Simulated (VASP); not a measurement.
**Ge: single point with PBEsol**

Ge:

```
Ge
1.0
    -2.48677    2.48677    1.35009
     2.48677   -2.48677    1.35009
     2.48677    2.48677   -1.35009
Ge
2
Direct
  0.25000 0.75000 0.50000
  0.50000 0.50000 0.00000
```

```
Program                : VASP 6.6.1
Task                   : single point
Functional             : PBEsol
Potentials or basis    : VASP PAW PBE potentials, release 64 (Ge_d)
Cutoff                 : 520 eV
k mesh                 : 16 × 16 × 16
Occupations            : gaussian, width 0.1 eV
Spin                   : no spin polarisation
Dipole correction      : no
Further INCAR settings : ALGO = Normal; EDIFF = 1e-07; NBANDS = 21
```

```yaml
Pressure: 9.3 GPa
Band_gap_on_the_k_mesh: zero (bands 14 and 15 overlap by 5.99 eV)
```

Levels at points of the mesh, in eV from the Fermi level:
| k point | band 12 | band 13 | band 14 | band 15 | band 16 | band 17 |
| --- | --- | --- | --- | --- | --- | --- |
| (0.00, 0.00, 0.00) | -3.72 | -2.67 | -2.67 | 3.00 | 8.30 | 8.30 |
| (0.50, 0.00, 0.00) | -6.90 | -2.49 | -2.29 | -1.58 | 2.29 | 3.92 |
| (0.50, 0.50, 0.00) | -11.27 | 0.57 | 0.57 | 2.15 | 2.15 | 8.17 |
| (0.50, 0.50, 0.50) | -9.24 | -6.66 | -6.66 | 6.60 | 6.60 | 12.28 |

It took 2.8 min on 1 thread of Intel(R) Xeon(R) Platinum 8375C CPU @ 2.90GHz (Ice Lake), on a shared host, peak memory 0.3 GiB.

Caveat: the cell stands under pressure; the PAW data sets were made with another functional, which shifts forces and pressure a little.
